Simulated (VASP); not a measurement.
# LiF (P4/mmm) in VASP: a series of runs

LiF is run at these levels: r2SCAN; tasks: single point.

All numbers are computed with VASP 6.6.1; they aren't measurements. Logs are shortened: lines on timing, memory, paths and dates and some standing lists are left out, and cuts for length are marked.

### 1 The cell of the first run

It takes space group P4/mmm (No. 123, tetragonal). Conventional cell: a = 2.659 Å, b = 2.659 Å, c = 2.516 Å, α = 90.00°, β = 90.00°, γ = 90.00°. Li (site symmetry 4/mmm) has 8 F at 2.26 Å and 6 Li at 2.52 to 2.66 Å within 3.0 Å. Within 3.0 Å of F (site symmetry 4/mmm) lie 8 Li at 2.26 Å and 6 F at 2.52 to 2.66 Å.

### 2 Single point, r2SCAN (biaxial xy strain +5.7%)

Input file POSCAR:

```
LiF
1.0
    2.6594335493      0.0000000000      0.0000000000
    0.0000000000      2.6594335493      0.0000000000
    0.0000000000      0.0000000000      2.5162584438
Li F
1 1
Direct
    0.0000000000      0.0000000000      0.0000000000
    0.5000000000      0.5000000000      0.5000000000
```

Input file INCAR.step1:

```
PREC = Accurate
ENCUT = 520
ISMEAR = 0
SIGMA = 0.01
LREAL = F
LASPH = T
NELM = 100
NBANDS = 12
GGA = PE
ALGO = Normal
EDIFF = 1E-4
LWAVE = T
LCHARG = F
```

Input file INCAR.step2:

```
PREC = Accurate
ENCUT = 520
EDIFF = 1E-6
ISMEAR = 0
SIGMA = 0.01
LREAL = F
LASPH = T
NELM = 100
ALGO = Normal
ISIF = 2
LWAVE = F
LCHARG = F
METAGGA = R2SCAN
LMIXTAU = T
NBANDS = 12
ISTART = 1
```

Input file KPOINTS:

```
regular mesh
0
Gamma
  10 10 10
```

Potentials or basis: VASP PAW PBE potentials, release 64 (Li_sv, F).

On the command line:

```sh
cat potpaw_PBE.64/Li_sv/POTCAR potpaw_PBE.64/F/POTCAR > POTCAR
cp INCAR.step1 INCAR
mpirun -np 1 vasp_std > vasp.out
cp INCAR.step2 INCAR
mpirun -np 1 vasp_std > vasp.out
```

OUTCAR:

```text
PREC = Accurate
   ENCUT = 520
   EDIFF = 1E-6
   ISMEAR = 0
   LREAL = F
   LASPH = T
   NELM = 100
   ISIF = 2
   METAGGA = R2SCAN
   ISTART = 1

 ion  position               nearest neighbor table
   1  0.000  0.000  0.000-
   2  0.500  0.500  0.500-

  LATTYP: Found a simple tetragonal cell.
 ALAT       =     2.6594335493
 C/A-ratio  =     0.9461633078

  Lattice vectors:

 A1 = (   2.6594335493,   0.0000000000,   0.0000000000)
 A2 = (   0.0000000000,   2.6594335493,   0.0000000000)
 A3 = (   0.0000000000,   0.0000000000,   2.5162584438)

Analysis of symmetry for initial positions (statically):
=====================================================================
 Subroutine PRICEL returns:
 Original cell was already a primitive cell.

 Routine SETGRP: Setting up the symmetry group for a
 simple tetragonal supercell.

 Subroutine GETGRP returns: Found 16 space group operations
 (whereof 16 operations were pure point group operations)
 out of a pool of 16 trial point group operations.

The static configuration has the point symmetry D_4h.

Analysis of symmetry for dynamics (positions and initial velocities):
=====================================================================
 Subroutine PRICEL returns:
 Original cell was already a primitive cell.

 Routine SETGRP: Setting up the symmetry group for a
 simple tetragonal supercell.

 Subroutine GETGRP returns: Found 16 space group operations
 (whereof 16 operations were pure point group operations)
 out of a pool of 16 trial point group operations.

The dynamic configuration has the point symmetry D_4h.

 Subroutine INISYM returns: Found 16 space group operations
 (whereof 16 operations are pure point group operations),
 and found     1 'primitive' translations

----------------------------------------------------------------------------------------

                                     Primitive cell

  volume of cell :      17.7965

  direct lattice vectors                    reciprocal lattice vectors
     2.659433549  0.000000000  0.000000000     0.376019924  0.000000000  0.000000000
     0.000000000  2.659433549  0.000000000     0.000000000  0.376019924  0.000000000
     0.000000000  0.000000000  2.516258444     0.000000000  0.000000000  0.397415457

  length of vectors
     2.659433549  2.659433549  2.516258444     0.376019924  0.376019924  0.397415457

  position of ions in fractional coordinates (direct lattice)
     0.000000000  0.000000000  0.000000000
     0.500000000  0.500000000  0.500000000
[... 81 lines left out ...]
   IBRION =     -1    ionic relax: 0-MD 1-quasi-New 2-CG
   NFREE  =      0    steps in history (QN), initial steepest desc. (CG)
   ISIF   =      2    stress and relaxation
   ISYM   =      2    0-nonsym 1-usesym 2-fastsym
   POTIM  = 0.5000    time-step for ionic-motion
   TEBEG  =    0.0;   TEEND  =   0.0 temperature during run
   PSTRESS=    0.0 pullay stress
   NELECT =      10.0000    total number of electrons
   NUPDOWN=      -1.0000    fix difference up-down
   EMIN   =  10.00;   EMAX   =-10.00  energy-range for DOS
   EFERMI =   0.00;   METHOD = LEGACY
   ISMEAR =     0;   SIGMA  =   0.01  broadening in eV -4-tet -1-fermi 0-gaus
   EFERMI_NEDOS =   21; number of points for ismear=-14 and -15
   IALGO  =     38    algorithm
   IMIX   =      4    mixing-type and parameters
     AMIX     =   0.40;   BMIX     =  1.00
     AMIX_MAG =   1.60;   BMIX_MAG =  1.00
  volume/ion in A,a.u.               =       8.90        60.05
  Fermi-wavevector in a.u.,A,eV,Ry     =   1.350922  2.552873 24.830505  1.824991
  Thomas-Fermi vector in A             =   2.478387
   LORBIT       =      0    0 simple, 1 ext, 2 COOP (PROOUT), +10 PAW based schemes
   METAGGA = R2SCAN    functional components
   LHFCALC =     F    Hartree Fock is set to
   AEXX    =    0.0000 exact exchange contribution
   IVDW    =     0    specifies the selected vdW correction
   LEPSILON=     F    determine dielectric tensor
   LRPA    =     F    only Hartree local field effects (RPA)
 non-spin polarized calculation
 Gauss-broadening in eV      SIGMA  =   0.01
  energy-cutoff  :      520.00
  volume of cell :       17.80
 maximum number of plane-waves:       496
 NGX is ok and might be reduce to    20
   NGX =  9   NGY =  9   NGZ =  9

 number of electron       9.9999984 magnetization

 Free energy of the ion-electron system (eV)
  ---------------------------------------------------
  ext. energy  EPLUGINS =         0.00000000
  ---------------------------------------------------
  free energy    TOTEN  =       -11.19001452 eV

  energy without entropy =      -11.19001452  energy(sigma->0) =      -11.19001452

 E-fermi :  -0.5625     XC(G=0): -10.1539

 val. band max:       -0.6222349512   @ k =   0.5000   0.5000   0.0000
 cond. band min:       7.1988215172   @ k =   0.0000   0.0000   0.0000
 fundamental gap:      7.8210564683
 Fermi energy:        -0.5625038632

 k-point     1 :       0.0000    0.0000    0.0000
  band No.  band energies     occupation
      1     -45.0251      2.00000
      2     -22.5829      2.00000
      3      -1.6837      2.00000
      4      -1.6837      2.00000
      5      -1.1180      2.00000
      6       7.1988      0.00000
      7      17.9419      0.00000
      8      19.3677      0.00000
      9      20.4865      0.00000
     10      20.4865      0.00000
     11      22.1636      0.00000
     12      36.1896      0.00000
[... 331 lines left out ...]
 k-point    24 :       0.2000    0.0000    0.1000
  band No.  band energies     occupation
      1     -45.0108      2.00000
      2     -22.4186      2.00000
      3      -2.6613      2.00000
      4      -1.5252      2.00000
      5      -1.3843      2.00000
      6       8.2595      0.00000
      7      15.3957      0.00000
      8      18.5137      0.00000
      9      20.2634      0.00000
     10      23.2037      0.00000
     11      26.2689      0.00000
     12      31.4664      0.00000

 [... further k-points ...]
[... 5 lines left out ...]
  --------------------------------------------------------------------------------------
  -------------------------------------------------------------------------------------
  Total       -1.4103769     -1.4103769      0.2615195      0.0000000      0.0000000      0.0000000
  in kB     -126.9732516   -126.9732516     23.5440481      0.0000000      0.0000000      0.0000000
  external PRESSURE =     -76.8008184 kB  Pullay stress =       0.0000000 kB

 VOLUME and BASIS-vectors are now :
 -----------------------------------------------------------------------------
  energy-cutoff  :      520.00
  volume of cell :       17.80
      direct lattice vectors                 reciprocal lattice vectors
     2.659433549  0.000000000  0.000000000     0.376019924  0.000000000  0.000000000
     0.000000000  2.659433549  0.000000000     0.000000000  0.376019924  0.000000000
     0.000000000  0.000000000  2.516258444     0.000000000  0.000000000  0.397415457

 POSITION                                       TOTAL-FORCE (eV/Angst)
 -----------------------------------------------------------------------------------
      0.00000      0.00000      0.00000         0.000000      0.000000      0.000000
      1.32972      1.32972      1.25813         0.000000      0.000000      0.000000
 -----------------------------------------------------------------------------------
    total drift:                               -0.000000      0.000000      0.000000

  FREE ENERGIE OF THE ION-ELECTRON SYSTEM (eV)
  ---------------------------------------------------
  free  energy   TOTEN  =       -11.1900145208 eV

  energy  without entropy=      -11.1900145208  energy(sigma->0) =      -11.19001452
```

It took 60 s on 1 thread of Intel Xeon Platinum 8488C (Sapphire Rapids), shared host; peak memory 0.14 GiB.

What came out:

* Free energy: -11.1900 eV
* Band gap on the k mesh: 7.82 eV (least direct gap 8.32 eV)

Levels at points of the mesh, in eV from the valence-band top:
```tsv
k point	band 3	band 4	band 5	band 6	band 7	band 8
(0.00, 0.00, 0.00)	-1.06	-1.06	-0.50	7.82	18.56	19.99
(0.50, 0.00, 0.00)	-3.66	-0.71	-0.21	9.63	14.11	20.13
(0.50, 0.50, 0.00)	-3.33	-3.33	0.00	13.57	14.08	14.08
(0.00, 0.00, 0.50)	-3.66	-0.60	-0.60	9.31	14.86	20.79
(0.50, 0.00, 0.50)	-3.30	-3.12	-0.36	13.65	14.05	14.53
(0.50, 0.50, 0.50)	-2.50	-2.29	-2.29	11.42	11.91	11.91
```

Caveat: the cell differs from its parent crystal (biaxial xy strain +5.7%); the cutoff is under 1.25 times the usual one of these potentials, so pressure, stress and relaxed cells hold a basis-set (Pulay) error; the PAW data sets were made with another functional, which shifts forces and pressure a little.

### 3 Single point, r2SCAN (epitaxial xy strain +5.8%)

Input file POSCAR:

```
LiF
1.0
    2.6616981819      0.0000000000      0.0000000000
    0.0000000000      2.6616981819      0.0000000000
    0.0000000000      0.0000000000      2.5502268064
Li F
1 1
Direct
    0.0000000000      0.0000000000      0.0000000000
    0.5000000000      0.5000000000      0.5000000000
```

Input file INCAR.step1:

```
PREC = Accurate ; ENCUT = 520
ISMEAR = 0 ; SIGMA = 0.01
LREAL = F ; LASPH = T
NELM = 60 ; NBANDS = 12
GGA = PE ; ALGO = Normal
EDIFF = 1E-4 ; LWAVE = T
LCHARG = F
```

Input file INCAR.step2:

```
PREC = Accurate ; ENCUT = 520
EDIFF = 1E-7 ; ISMEAR = 0
SIGMA = 0.01 ; LREAL = F
LASPH = T ; NELM = 60
ALGO = Normal ; ISIF = 2
LWAVE = F ; LCHARG = F
METAGGA = R2SCAN ; LMIXTAU = T
NBANDS = 12 ; ISTART = 1
```

KPOINTS is that of step 2.

Potentials or basis: VASP PAW PBE potentials, release 64 (Li_sv, F).

On the command line:

```sh
cat potpaw_PBE.64/Li_sv/POTCAR potpaw_PBE.64/F/POTCAR > POTCAR
cp INCAR.step1 INCAR
mpirun -np 1 vasp_std > vasp.out
cp INCAR.step2 INCAR
mpirun -np 1 vasp_std > vasp.out
```

It took 78 s on 1 thread of Intel Xeon Platinum 8488C (Sapphire Rapids), shared host; peak memory 0.13 GiB.

Results (log left out):

```
Free energy            : -11.1887 eV
Band gap on the k mesh : 7.81 eV (least direct gap 8.32 eV)
```

Levels at points of the mesh, in eV from the valence-band top:
| k point | band 3 | band 4 | band 5 | band 6 | band 7 | band 8 |
| --- | --- | --- | --- | --- | --- | --- |
| (0.00, 0.00, 0.00) | -0.94 | -0.94 | -0.51 | 7.81 | 18.69 | 19.78 |
| (0.50, 0.00, 0.00) | -3.53 | -0.59 | -0.22 | 9.62 | 14.11 | 20.29 |
| (0.50, 0.50, 0.00) | -3.19 | -3.19 | 0.00 | 13.64 | 14.04 | 14.04 |
| (0.00, 0.00, 0.50) | -3.53 | -0.51 | -0.51 | 9.38 | 14.68 | 20.79 |
| (0.50, 0.00, 0.50) | -3.16 | -3.02 | -0.27 | 13.72 | 14.00 | 14.39 |
| (0.50, 0.50, 0.50) | -2.35 | -2.20 | -2.20 | 11.53 | 11.89 | 11.89 |

Caveat: the cell differs from its parent crystal (epitaxial xy strain +5.8%); the cutoff is under 1.25 times the usual one of these potentials, so pressure, stress and relaxed cells hold a basis-set (Pulay) error; the PAW data sets were made with another functional, which shifts forces and pressure a little.
